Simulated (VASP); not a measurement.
Input of a VASP 6.6.1 run:

Contents of INCAR:

```
PREC = Accurate ; ENCUT = 500
EDIFF = 1E-6 ; ISMEAR = 0
SIGMA = 0.1 ; LREAL = F
LASPH = T ; NELM = 120
ALGO = Normal ; ISIF = 2
LWAVE = F ; LCHARG = T
GGA = CA ; LELF = T
LVHAR = T ; NBANDS = 9
GGA_COMPAT = F
```

The input KPOINTS:

```
regular mesh
0
Gamma
  20 20 20
```

The input POSCAR:

```
Se
1.0
   -1.5664705418      1.5664705418      1.5664705418
    1.5664705418     -1.5664705418      1.5664705418
    1.5664705418      1.5664705418     -1.5664705418
Se
1
Direct
    0.0000000000      0.0000000000      0.0000000000
```

Potentials or basis: VASP PAW LDA potentials, release 64 (Se).

Launch:

```console
$ cat potpaw_LDA.64/Se/POTCAR > POTCAR
$ mpirun -np 1 vasp_std > vasp.out
```

(1) Predict the band gap on the k mesh.

(2) Estimate the pressure.

## Answers

(1) zero (band 3 reaches 14.18 eV, above the bottom of band 4 at 4.06 eV).

(2) 30.6 GPa.
